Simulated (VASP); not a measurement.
A run of VASP 6.6.1 is set up as follows.

INCAR

```
SYSTEM = K
PREC = Accurate
ENCUT = 520
EDIFF = 1E-6
ISMEAR = -1
SIGMA = 0.1
LREAL = .FALSE.
LASPH = .TRUE.
NELM = 60
ALGO = Normal
ISIF = 2
LWAVE = .FALSE.
LCHARG = .FALSE.
GGA = B5
ALDAX = 1.0
AGGAX = 1.0
AGGAC = 1.0
ALDAC = 0.0
NBANDS = 16
```

Contents of KPOINTS:

```
regular mesh
0
G
  6 6 6
  0 0 0
```

File POSCAR:

```
K
1.0
    0.0000000000      5.0098438125      5.0098438125
    5.0098438125      0.0000000000      5.0098438125
    5.0098438125      5.0098438125      0.0000000000
K
2
Direct
    0.1250000000      0.1250000000      0.1250000000
    0.8750000000      0.8750000000      0.8750000000
```

Potentials or basis: VASP PAW PBE potentials, release 64 (K_sv).

The run is started by

```bash
$ cat potpaw_PBE.64/K_sv/POTCAR > POTCAR
$ mpirun -np 1 vasp_std > vasp.out
```

Question: Estimate the band gap on the k mesh.

Answer: Zero (bands 9 and 10 overlap by 0.06 eV).

Question: Estimate the pressure.

Answer: 0.1 GPa.

Caveat: the PAW data sets were made with another functional, which shifts forces and pressure a little.
